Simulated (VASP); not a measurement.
CuO:

```xyz
6
Lattice="4.1609 0.0000 0.0000 0.0000 4.1609 0.0000 0.0000 0.0000 3.8876" Properties=species:S:1:pos:R:3 pbc="T T T"
Cu    2.0805    0.0000    1.9438
Cu    0.0000    2.0805    1.9438
Cu    0.0000    0.0000    0.0000
O     0.0000    0.0000    1.9438
O     2.0805    0.0000    0.0000
O     0.0000    2.0805    0.0000
```

Base run:

* Program: VASP 6.6.1
* Functional: r2SCAN
* Potentials or basis: VASP PAW PBE potentials, release 64 (Cu_sv_GW, O)
* Cutoff: 900 eV
* k mesh: 7 × 7 × 7
* Occupations: fermi-dirac, width 0.05 eV
* Spin: no spin polarisation

Its results: band gap on the k mesh zero (an odd number of electrons rules out a gap without spin polarisation); pressure -5.1 GPa.

Q: The run is repeated on the same cell with these changes: functional from r2SCAN to LDA; potentials or basis from VASP PAW PBE potentials, release 64 (Cu_sv_GW, O) to VASP PAW LDA potentials, release 64 (Cu_sv_GW, O); cutoff from 900 eV to 820 eV. What comes out?

A: Band gap on the k mesh zero (an odd number of electrons rules out a gap without spin polarisation); pressure -11.8 GPa.

Caveats: an odd number of electrons without spin polarisation forces a metal; a magnetic or distorted state may lie lower; semilocal functionals often make such compounds metallic where correlation or magnetic order opens a gap, which also shifts bond lengths; the cell stands under tension (at least some runs); the PAW data sets were made with another functional, which shifts forces and pressure a little (at least some runs); the stress differs along the axes, from -16 to -10 GPa (at least some runs).
